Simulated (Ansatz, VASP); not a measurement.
# C: VASP beside Ansatz

```
C
1.0
     0.00000    1.74696    1.74696
     1.74696    0.00000    1.74696
     1.74696    1.74696    0.00000
C
2
Direct
  0.75000 0.75000 0.75000
  0.50000 0.50000 0.50000
```

Alike in both runs: task single point; functional r2SCAN; k mesh 13 × 13 × 13; occupations fermi-dirac, width 0.05 eV; no spin polarisation.

|  | VASP | Ansatz |
| --- | --- | --- |
| version | VASP 6.6.1 | Ansatz 0.2.0 |
| potentials or method | VASP PAW PBE potentials, release 64 (C) | Ansatz PAW |
| plane-wave cutoff (eV) | 520 | 500 |
| valence electrons in the cell | 8 | 8 |

```csv
,VASP,Ansatz,Ansatz less VASP
gap on the k mesh at the Fermi level (eV),4.48,4.51,+0.031
least direct gap on the mesh (eV),6.01,6.06,+0.049
```

VASP's potentials were made for PBE, not for r2SCAN. With one functional, cell and mesh, what is left measures potentials, basis and numerics.

Noted on Ansatz's run: odd divisions of the mesh miss points on the zone boundary, where band edges often lie, so the gap on the mesh can be too wide.
